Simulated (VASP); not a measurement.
Write the native input for VASP 6.6.1 that does the following.

* Task: single point
* Functional: r2SCAN
* Potentials or basis: VASP PAW PBE potentials, release 64 (Te, As)
* Cutoff: 520 eV
* k mesh: 14 × 14 × 14
* Occupations: gaussian, width 0.15 eV
* Spin: no spin polarisation
* Dipole correction: no
* Further INCAR settings: ALGO = Normal; EDIFF = 1e-06; NBANDS = 12

Crystal: TeAs.

```
Te As
1.0
     0.00000    2.73025    3.20508
     2.73025    0.00000    3.20508
     2.73025    2.73025    0.00000
Te As
1 1
Direct
  0.50000 0.50000 0.50000
  0.00000 0.00000 0.00000
```

This cell differs from its parent crystal: strain -0.080 along x and y, +0.080 along z.

The input as run:

POSCAR

```
TeAs
1.0
    0.0000000000      2.7302536400      3.2050803600
    2.7302536400      0.0000000000      3.2050803600
    2.7302536400      2.7302536400      0.0000000000
Te As
1 1
Direct
    0.5000000000      0.5000000000      0.5000000000
    0.0000000000      0.0000000000      0.0000000000
```

INCAR.step1

```
PREC = Accurate
ENCUT = 520
ISMEAR = 0
SIGMA = 0.15
LREAL = False
LASPH = True
NELM = 100
NBANDS = 12
GGA = PE
ALGO = Normal
EDIFF = 1E-4
LWAVE = True
LCHARG = False
```

INCAR.step2

```
PREC = Accurate
ENCUT = 520
EDIFF = 1E-6
ISMEAR = 0
SIGMA = 0.15
LREAL = False
LASPH = True
NELM = 100
ALGO = Normal
ISIF = 2
LWAVE = False
LCHARG = False
METAGGA = R2SCAN
LMIXTAU = True
NBANDS = 12
ISTART = 1
```

KPOINTS

```
Automatic mesh
0
Gamma
  14 14 14
```

Potentials or basis: VASP PAW PBE potentials, release 64 (Te, As).

Run with:

```console
$ cat potpaw_PBE.64/Te/POTCAR potpaw_PBE.64/As/POTCAR > POTCAR
$ cp INCAR.step1 INCAR
$ mpirun -np 1 vasp_std > vasp.out
$ cp INCAR.step2 INCAR
$ mpirun -np 1 vasp_std > vasp.out
```

It gave:

* Pressure: 9.0 GPa

Caveat: the cell differs from its parent crystal (strain -0.080 along x and y, +0.080 along z); the PAW data sets were made with another functional, which shifts forces and pressure a little.

Run time: 3.9 min on 1 thread of Intel(R) Xeon(R) 6975P-C (Granite Rapids), with other jobs on the host, peak memory 0.3 GiB.
